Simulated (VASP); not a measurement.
# NiO (Fm-3m) in VASP: notebook

NiO is run at these levels: r2SCAN; tasks: single point.

All numbers are computed with VASP 6.6.1; they aren't measurements. Logs are shortened: lines on timing, memory, paths and dates and some standing lists are left out, and cuts for length are marked.

**1. The cell of the first run**

Symmetry: Fm-3m, No. 225, cubic system. Conventional cell: a = 4.188 Å, b = 4.188 Å, c = 4.188 Å, α = 90.00°, β = 90.00°, γ = 90.00°. Within 2.8 Å of Ni (site symmetry m-3m) lie 6 O at 2.09 Å. Within 2.8 Å of O (site symmetry m-3m) lie 6 Ni at 2.09 Å.

**2. Single point, r2SCAN, collinear spin, ferromagnetic start**

POSCAR reads:

```
NiO
1.0
    0.0000000000      2.0942116207      2.0942116207
    2.0942116207      0.0000000000      2.0942116207
    2.0942116207      2.0942116207      0.0000000000
Ni O
1 1
Direct
    0.0000000000      0.0000000000      0.0000000000
    0.5000000000      0.5000000000      0.5000000000
```

INCAR.step1 reads:

```
PREC     = Accurate       # precision mode
ENCUT    = 660            # plane-wave cutoff, eV
ISMEAR   = 0              # smearing method
SIGMA    = 0.02           # smearing width, eV
LREAL    = F              # projectors in reciprocal space
LASPH    = T              # aspherical terms in the spheres
NELM     = 200            # most SCF steps
ISPIN    = 2              # spin polarisation
MAGMOM   = 1.84 0.31      # initial moments
LMAXMIX  = 4              # l up to which the mixer works
NBANDS   = 23             # bands
GGA      = PE             # functional
ALGO     = Normal         # electronic algorithm
EDIFF    = 1E-5           # SCF threshold, eV
LWAVE    = T              # write WAVECAR
LCHARG   = F              # write CHGCAR
GGA_COMPAT= F
```

INCAR.step2 reads:

```
PREC     = Accurate       # precision mode
ENCUT    = 660            # plane-wave cutoff, eV
EDIFF    = 1E-6           # SCF threshold, eV
ISMEAR   = 0              # smearing method
SIGMA    = 0.02           # smearing width, eV
LREAL    = F              # projectors in reciprocal space
LASPH    = T              # aspherical terms in the spheres
NELM     = 200            # most SCF steps
ALGO     = Normal         # electronic algorithm
ISIF     = 2              # what is computed and relaxed
LWAVE    = F              # write WAVECAR
LCHARG   = F              # write CHGCAR
ISPIN    = 2              # spin polarisation
MAGMOM   = 1.84 0.31      # initial moments
LORBIT   = 11             # projections on sites
LMAXMIX  = 4              # l up to which the mixer works
METAGGA  = R2SCAN         # meta-GGA
LMIXTAU  = T            
NBANDS   = 23             # bands
ISTART   = 1            
GGA_COMPAT= F
```

KPOINTS reads:

```
regular mesh
0
Gamma
  12 12 12
```

Potentials or basis: VASP PAW PBE potentials, release 64 (Ni_sv_GW, O).

Run with:

```console
cat potpaw_PBE.64/Ni_sv_GW/POTCAR potpaw_PBE.64/O/POTCAR > POTCAR
cp INCAR.step1 INCAR
mpirun -np 1 vasp_std > vasp.out
cp INCAR.step2 INCAR
mpirun -np 1 vasp_std > vasp.out
```

OUTCAR:

```text
PREC = Accurate
   ENCUT = 660
   EDIFF = 1E-6
   ISMEAR = 0
   LREAL = F
   LASPH = T
   NELM = 200
   ISIF = 2
   ISPIN = 2
   LORBIT = 11
   METAGGA = R2SCAN
   ISTART = 1

 ion  position               nearest neighbor table
   1  0.000  0.000  0.000-   2 2.09   2 2.09   2 2.09   2 2.09   2 2.09   2 2.09
   2  0.500  0.500  0.500-   1 2.09   1 2.09   1 2.09   1 2.09   1 2.09   1 2.09

  LATTYP: Found a face centered cubic cell.
 ALAT       =     4.1884232414

  Lattice vectors:

 A1 = (   0.0000000000,   2.0942116207,   2.0942116207)
 A2 = (   2.0942116207,   0.0000000000,   2.0942116207)
 A3 = (   2.0942116207,   2.0942116207,   0.0000000000)

Analysis of symmetry for initial positions (statically):
=====================================================================
 Subroutine PRICEL returns:
 Original cell was already a primitive cell.

 Routine SETGRP: Setting up the symmetry group for a
 face centered cubic supercell.

 Subroutine GETGRP returns: Found 48 space group operations
 (whereof 48 operations were pure point group operations)
 out of a pool of 48 trial point group operations.

The static configuration has the point symmetry O_h .

Analysis of symmetry for dynamics (positions and initial velocities):
=====================================================================
 Subroutine PRICEL returns:
 Original cell was already a primitive cell.

 Routine SETGRP: Setting up the symmetry group for a
 face centered cubic supercell.

 Subroutine GETGRP returns: Found 48 space group operations
 (whereof 48 operations were pure point group operations)
 out of a pool of 48 trial point group operations.

The dynamic configuration has the point symmetry O_h .

Analysis of structural, dynamic, and magnetic symmetry:
=====================================================================
 Subroutine PRICEL returns:
 Original cell was already a primitive cell.

 Routine SETGRP: Setting up the symmetry group for a
 face centered cubic supercell.

 Subroutine GETGRP returns: Found 48 space group operations
 (whereof 48 operations were pure point group operations)
 out of a pool of 48 trial point group operations.

The overall configuration has the point symmetry O_h .

 Subroutine INISYM returns: Found 48 space group operations
 (whereof 48 operations are pure point group operations),
 and found     1 'primitive' translations

----------------------------------------------------------------------------------------

                                     Primitive cell

  volume of cell :      18.3693

  direct lattice vectors                    reciprocal lattice vectors
     0.000000000  2.094211621  2.094211621    -0.238753331  0.238753331  0.238753331
     2.094211621  0.000000000  2.094211621     0.238753331 -0.238753331  0.238753331
     2.094211621  2.094211621  0.000000000     0.238753331  0.238753331 -0.238753331

  length of vectors
     2.961662476  2.961662476  2.961662476     0.413532900  0.413532900  0.413532900

  position of ions in fractional coordinates (direct lattice)
     0.000000000  0.000000000  0.000000000
     0.500000000  0.500000000  0.500000000

  ion indices of the primitive-cell ions
   primitive index   ion index
                 1           1
                 2           2

----------------------------------------------------------------------------------------

 KPOINTS: regular mesh

Automatic generation of k-mesh.
 Grid dimensions read from file:
 generate k-points for:   12   12   12

 Generating k-lattice:

  Cartesian coordinates                     Fractional coordinates (reciprocal lattice)
    -0.019896111  0.019896111  0.019896111     0.083333333  0.000000000  0.000000000
     0.019896111 -0.019896111  0.019896111     0.000000000  0.083333333  0.000000000
     0.019896111  0.019896111 -0.019896111     0.000000000  0.000000000  0.083333333

  Length of vectors
     0.034461075  0.034461075  0.034461075

  Shift w.r.t. Gamma in fractional coordinates (k-lattice)
     0.000000000  0.000000000  0.000000000

 Subroutine IBZKPT returns following result:
 ===========================================

 Found     72 irreducible k-points:

 Following reciprocal coordinates:
            Coordinates               Weight
  0.000000  0.000000  0.000000      1.000000
  0.083333  0.000000  0.000000      8.000000
  0.166667  0.000000  0.000000      8.000000
  0.250000  0.000000  0.000000      8.000000
  0.333333  0.000000  0.000000      8.000000
  0.416667  0.000000  0.000000      8.000000
[... 16 lines left out ...]
  0.500000  0.166667  0.000000     24.000000
 -0.416667  0.166667  0.000000     24.000000
 [... further k-points ...]
   k-points           NKPTS =     72   k-points in BZ     NKDIM =     72   number of bands    NBANDS=     23
   number of dos      NEDOS =    301   number of ions     NIONS =      2
   total plane-waves  NPLWV =  21952
   dimension x,y,z NGX =    28 NGY =   28 NGZ =   28
   dimension x,y,z NGXF=    56 NGYF=   56 NGZF=   56
   ions per type =               1   1
   NGX,Y,Z   is equivalent  to a cutoff of  15.72, 15.72, 15.72 a.u.
   NGXF,Y,Z  is equivalent  to a cutoff of  31.43, 31.43, 31.43 a.u.
 SYSTEM =  unknown system
   PREC   = accura    normal or accurate (medium, high low for compatibility)
   ISTART =      1    job   : 0-new  1-cont  2-samecut
   ICHARG =      0    charge: 1-file 2-atom 10-const
   ISPIN  =      2    spin polarized calculation?
   LNONCOLLINEAR =      F non collinear calculations
   LSORBIT =      F    spin-orbit coupling
   LASPH  =      T    aspherical Exc in radial PAW
   ENCUT  =  660.0 eV  48.51 Ry    6.96 a.u.   6.20  6.20  6.20*2*pi/ulx,y,z
   NELM   =    200;   NELMIN=  2; NELMDL=  0     # of ELM steps
   EDIFF  = 0.1E-05   stopping-criterion for ELM
   LREAL  =      F    real-space projection
   EDIFFG = 0.1E-04   stopping-criterion for IOM
   NSW    =      0    number of steps for IOM
   IBRION =     -1    ionic relax: 0-MD 1-quasi-New 2-CG
   NFREE  =      0    steps in history (QN), initial steepest desc. (CG)
   ISIF   =      2    stress and relaxation
   ISYM   =      2    0-nonsym 1-usesym 2-fastsym
   POTIM  = 0.5000    time-step for ionic-motion
   TEBEG  =    0.0;   TEEND  =   0.0 temperature during run
   PSTRESS=    0.0 pullay stress
   NELECT =      24.0000    total number of electrons
   NUPDOWN=      -1.0000    fix difference up-down
   EMIN   =  10.00;   EMAX   =-10.00  energy-range for DOS
   EFERMI =   0.00;   METHOD = LEGACY
   ISMEAR =     0;   SIGMA  =   0.02  broadening in eV -4-tet -1-fermi 0-gaus
   EFERMI_NEDOS =   21; number of points for ismear=-14 and -15
   IALGO  =     38    algorithm
   IMIX   =      4    mixing-type and parameters
     AMIX     =   0.40;   BMIX     =  1.00
     AMIX_MAG =   1.60;   BMIX_MAG =  1.00
  volume/ion in A,a.u.               =       9.18        61.98
  Fermi-wavevector in a.u.,A,eV,Ry     =   1.789705  3.382051 43.580038  3.203042
  Thomas-Fermi vector in A             =   2.852624
   LORBIT       =     11    0 simple, 1 ext, 2 COOP (PROOUT), +10 PAW based schemes
   METAGGA = R2SCAN    functional components
   LHFCALC =     F    Hartree Fock is set to
   AEXX    =    0.0000 exact exchange contribution
   IVDW    =     0    specifies the selected vdW correction
   LEPSILON=     F    determine dielectric tensor
   LRPA    =     F    only Hartree local field effects (RPA)
 spin polarized calculation
 Gauss-broadening in eV      SIGMA  =   0.02
  energy-cutoff  :      660.00
  volume of cell :       18.37
 maximum number of plane-waves:       725
 NGX is ok and might be reduce to    28
   NGX = 13   NGY = 13   NGZ = 13

 number of electron      23.9999998 magnetization       1.9999894

 Free energy of the ion-electron system (eV)
  ---------------------------------------------------
  ext. energy  EPLUGINS =         0.00000000
  ---------------------------------------------------
  free energy    TOTEN  =       -21.11107992 eV

  energy without entropy =      -21.11107992  energy(sigma->0) =      -21.11107992

 E-fermi :   6.6598     XC(G=0): -13.7777

 val. band max:        6.4755059307   @ k =   0.5000   0.0000   0.0000
 cond. band min:       7.3256555925   @ k =   0.0000   0.0000   0.0000
 fundamental gap:      0.8501496619
 Fermi energy:         6.6597904883

 spin component 1

 k-point     1 :       0.0000    0.0000    0.0000
  band No.  band energies     occupation
      1    -102.2556      1.00000
      2     -61.1525      1.00000
      3     -61.1525      1.00000
      4     -61.1525      1.00000
      5     -14.5518      1.00000
      6       2.5136      1.00000
[... 15 lines left out ...]
     22      33.0641      0.00000
     23      33.0641      0.00000
[... 575 lines left out ...]
      1    -102.2525      1.00000
      2     -61.1765      1.00000
      3     -61.1605      1.00000
      4     -61.1567      1.00000
      5     -13.1925      1.00000
      6      -1.1867      1.00000
[... 15 lines left out ...]
     22      37.8828      0.00000
     23      38.1145      0.00000

 [... further k-points ...]

 spin component 2

 k-point     1 :       0.0000    0.0000    0.0000
  band No.  band energies     occupation
      1     -99.0946      1.00000
      2     -58.1426      1.00000
      3     -58.1426      1.00000
      4     -58.1367      1.00000
      5     -14.0411      1.00000
      6       4.3107      1.00000
[... 15 lines left out ...]
     22      34.1543      0.00000
     23      34.1554      0.00000
[... 575 lines left out ...]
      1     -99.0912      1.00000
      2     -58.1699      1.00000
      3     -58.1480      1.00000
      4     -58.1478      1.00000
      5     -12.5842      1.00000
      6      -0.7292      1.00000
[... 15 lines left out ...]
     22      38.5077      0.00000
     23      38.7864      0.00000

 [... further k-points ...]
[... 5 lines left out ...]
  --------------------------------------------------------------------------------------
  -------------------------------------------------------------------------------------
  Total       -0.2024089     -0.2024089     -0.2024089      0.0000000      0.0000000     -0.0000000
  in kB      -17.6542191    -17.6542191    -17.6542191      0.0000000      0.0000000     -0.0000000
  external PRESSURE =     -17.6542191 kB  Pullay stress =       0.0000000 kB

 VOLUME and BASIS-vectors are now :
 -----------------------------------------------------------------------------
  energy-cutoff  :      660.00
  volume of cell :       18.37
      direct lattice vectors                 reciprocal lattice vectors
     0.000000000  2.094211621  2.094211621    -0.238753331  0.238753331  0.238753331
     2.094211621  0.000000000  2.094211621     0.238753331 -0.238753331  0.238753331
     2.094211621  2.094211621  0.000000000     0.238753331  0.238753331 -0.238753331

 POSITION                                       TOTAL-FORCE (eV/Angst)
 -----------------------------------------------------------------------------------
      0.00000      0.00000      0.00000        -0.000000      0.000000     -0.000000
      2.09421      2.09421      2.09421         0.000000     -0.000000      0.000000
 -----------------------------------------------------------------------------------
    total drift:                               -0.000000      0.000000      0.000000

  FREE ENERGIE OF THE ION-ELECTRON SYSTEM (eV)
  ---------------------------------------------------
  free  energy   TOTEN  =       -21.1110799188 eV

  energy  without entropy=      -21.1110799188  energy(sigma->0) =      -21.11107992

 total charge

# of ion       s       p       d       f       tot
--------------------------------------------------
    1        2.146   6.212   7.735   0.010  16.103
    2        1.550   3.498   0.000   0.000   5.048
--------------------------------------------------
tot          3.697   9.709   7.735   0.010  21.151

 magnetization (x)

# of ion       s       p       d       f       tot
--------------------------------------------------
    1        0.007   0.009   1.687   0.000   1.703
    2        0.028   0.239   0.000   0.000   0.267
--------------------------------------------------
tot          0.036   0.248   1.687   0.000   1.970
```

Run time: 9.8 min. Hardware: 1 thread of AMD EPYC 7R43 (Zen 3), shared host; peak memory 0.23 GiB.

Results:

| Item | Value |
| --- | --- |
| Free energy | -21.1111 eV |
| Pressure | -1.8 GPa |
| Band gap on the k mesh | 0.85 eV (least direct gap 1.86 eV) |
| Net moment | 2.00 μB per cell |
| Site moments | Ni +1.70; O +0.27 μB |
| Valence electrons inside the program's atomic spheres | Ni 16.10; O 5.05 |

Levels at points of the mesh, in eV from the valence-band top:
Spin up:
| k point | band 9 | band 10 | band 11 | band 12 | band 13 | band 14 | band 15 | band 16 | band 17 | band 18 |
| --- | --- | --- | --- | --- | --- | --- | --- | --- | --- | --- |
| (0.00, 0.00, 0.00) | -3.05 | -3.05 | -2.78 | -2.78 | -2.78 | 2.10 | 18.70 | 19.56 | 19.56 | 19.56 |
| (0.50, 0.00, 0.00) | -2.46 | -2.46 | -1.79 | 0.00 | 0.00 | 6.27 | 10.82 | 14.77 | 14.77 | 22.01 |
| (0.50, 0.50, 0.00) | -3.82 | -3.66 | -3.11 | -2.13 | -2.13 | 6.71 | 11.54 | 12.72 | 17.61 | 17.61 |
Spin down:
```
           k point  band 8  band 9  band 10  band 11  band 12  band 13  band 14  band 15
(0.00, 0.00, 0.00)   -2.16   -2.13    -2.13    -2.13     0.85     0.86     2.67    18.79
(0.50, 0.00, 0.00)   -4.36   -1.21    -1.21    -0.85     3.58     3.59     6.62    11.66
(0.50, 0.50, 0.00)   -3.55   -3.04    -1.16    -1.16     1.32     1.86     7.35    12.19
```

Caveat: the PAW data sets were made with another functional, which shifts forces and pressure a little; a cell with one magnetic atom can't hold antiferromagnetic order, which such compounds often take. A k mesh can miss the band edges.

(Continued in part 2 of 2.)
